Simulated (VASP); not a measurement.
A run of VASP 6.6.1 is set up as follows.

INCAR

```
PREC     = Accurate       # precision mode
ENCUT    = 520            # plane-wave cutoff, eV
EDIFF    = 1E-7           # SCF threshold, eV
ISMEAR   = 0              # smearing method
SIGMA    = 0.15           # smearing width, eV
LREAL    = False          # projectors in reciprocal space
LASPH    = True           # aspherical terms in the spheres
NELM     = 60             # most SCF steps
ALGO     = Fast           # electronic algorithm
ISIF     = 2              # what is computed and relaxed
LWAVE    = False          # write WAVECAR
LCHARG   = False          # write CHGCAR
GGA      = PS             # functional
NBANDS   = 14             # bands
```

The input KPOINTS:

```
regular mesh
0
Gamma
  20 20 20
```

File POSCAR:

```
AlCu
1.0
    2.9560037103      0.0221700278      0.0000000000
    0.0221700278      2.9560037103      0.0000000000
    0.0000000000      0.0000000000      2.9560037103
Al Cu
1 1
Direct
    0.0000000000      0.0000000000      0.0000000000
    0.5000000000      0.5000000000      0.5000000000
```

Potentials or basis: VASP PAW PBE potentials, release 64 (Al, Cu).

The run is started by

```console
$ cat potpaw_PBE.64/Al/POTCAR potpaw_PBE.64/Cu/POTCAR > POTCAR
$ mpirun -np 1 vasp_std > vasp.out
```

Problem. Estimate the pressure.

Solution. 0.5 GPa.

Problem. Predict the band gap on the k mesh.

Solution. Zero (band 7 reaches 13.37 eV, above the bottom of band 8 at 8.62 eV).

Stress tensor (GPa, compression positive):
```
 0.47 -0.65  0.00
-0.65  0.47  0.00
 0.00  0.00  0.41
```

Caveat: the cell differs from its parent crystal (strain +0.0150 x Voigt [0, 0, 0, 0, 0, 1]); the PAW data sets were made with another functional, which shifts forces and pressure a little.
